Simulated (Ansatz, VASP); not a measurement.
## Al2GaP3: VASP beside Ansatz

Contents of INCAR:

```
ALGO = Normal ; EDIFF = 1E-6
EDIFFG = -0.04 ; ENCUT = 600
GGA = PE ; IBRION = 2
ISIF = 3 ; ISMEAR = 0
LASPH = True ; LCHARG = False
LREAL = False ; LWAVE = False
NELM = 100 ; NSW = 90
PREC = Accurate ; SIGMA = 0.1
```

Contents of KPOINTS:

```
k-points
0
Gamma
  6 6 4
```

The input POSCAR:

```
Al2GaP3
1.0
    4.6372978841      0.0000000000      0.0000000000
   -2.3186489420      4.0160177725      0.0000000000
    0.0000000000      0.0000000000      6.0466664780
Al Ga P
2 1 3
Direct
    0.3333333333      0.6666666667      0.8731582770
    0.6666666667      0.3333333333      0.1268417230
    0.0000000000      0.0000000000      0.0000000000
    0.5000000000      0.0000000000      0.5000000000
    0.0000000000      0.5000000000      0.5000000000
    0.5000000000      0.5000000000      0.5000000000
```

Input for Ansatz:

```yaml
crystal:
  lattice:
    - [4.6372978841, 0.0, 0.0]
    - [-2.318648942, 4.0160177725, 0.0]
    - [0.0, 0.0, 6.046666478]
  atoms:
    - { symbol: Al, position: [0.3333333333, 0.6666666667, 0.873158277] }
    - { symbol: Al, position: [0.6666666667, 0.3333333333, 0.126841723] }
    - { symbol: Ga, position: [0.0, 0.0, 0.0] }
    - { symbol: P, position: [0.5, 0.0, 0.5] }
    - { symbol: P, position: [0.0, 0.5, 0.5] }
    - { symbol: P, position: [0.5, 0.5, 0.5] }
basis:
  ecutwfc: 420
kpoints:
  mp_grid: { grid: [6, 6, 4] }
hamiltonian:
  xc: pbe
scf:
  occupations: { method: gaussian, width: 0.1 }
  lower_state_search: "off"
output:
  forces: true
  stress: true
  eigenvalues: true
relax:
  adjacent_minimum: "off"
  f_tol: 0.04
  max_steps: 70
  cell: { stress_tol: 0.4 }
```

Alike in both runs: task relaxation of cell and atoms; functional PBE; k mesh 6 × 6 × 4; occupations gaussian, width 0.1 eV; no spin polarisation.

|  | VASP | Ansatz |
| --- | --- | --- |
| version | VASP 6.6.1 | Ansatz 0.2.0 |
| potentials or method | VASP PAW PBE potentials, release 64 (Al, Ga_d, P), cutoff 600 eV | scalar-relativistic, plane waves, PAW |
| valence electrons in the cell | 34 | 34 |

Ansatz gave:

- gap on the k mesh at the Fermi level, each at its own relaxed structure (eV): none
- relaxed volume (Å³/atom): 17.87
- relaxed cell length with the largest relative difference (Å): 4.832

Question: Estimate VASP's values.

Answer: gap on the k mesh at the Fermi level, each at its own relaxed structure (eV): none; relaxed volume (Å³/atom): 17.81; relaxed cell length with the largest relative difference (Å): 4.822.

A gap of «none» marks a metal or a gap that the smearing closes.
